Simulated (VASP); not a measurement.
Runs of VASP 6.6.1 on Be. The structure is that of space group P6_3/mmc (No. 194), or close to it. The cells are those of the table. 

```tsv
cell	k mesh	gap on the mesh (eV)	pressure (GPa)
a = 2.241, b = 2.241, c = 3.529 Å, angles 90.0, 90.0, 120.0°, 2 atoms	30 × 30 × 16	none	4.1
a = 2.217, b = 2.217, c = 3.495 Å, angles 90.0, 90.0, 120.0°, 2 atoms	30 × 30 × 16	none	(a)
a = 2.288, b = 2.288, c = 3.594 Å, angles 90.0, 90.0, 120.0°, 2 atoms	30 × 30 × 16	none	(b)
a = 2.192, b = 2.192, c = 3.460 Å, angles 90.0, 90.0, 120.0°, 2 atoms	30 × 30 × 16	none	13.8
a = 2.285, b = 2.285, c = 3.584 Å, angles 90.0, 90.0, 120.0°, 2 atoms	9 × 9 × 6	none	-2.8
a = 2.311, b = 2.311, c = 3.625 Å, angles 90.0, 90.0, 120.0°, 2 atoms	30 × 30 × 16	none	-6.4
a = 2.334, b = 2.334, c = 3.655 Å, angles 90.0, 90.0, 120.0°, 2 atoms	30 × 30 × 16	none	(c)
a = 2.265, b = 2.265, c = 3.562 Å, angles 90.0, 90.0, 120.0°, 2 atoms	30 × 30 × 16	none	0.1
```

Alike in all rows: task single point; level PBE; potentials or basis VASP PAW PBE potentials, release 64 (Be); no spin polarisation; cutoff (eV) 520; smearing gaussian 0.1 eV.

Question: Estimate the missing entries.

Answer: (a) 8.6; (b) -3.3; (c) -9.1.

A gap of «none» marks levels without a gap at the run's occupations.
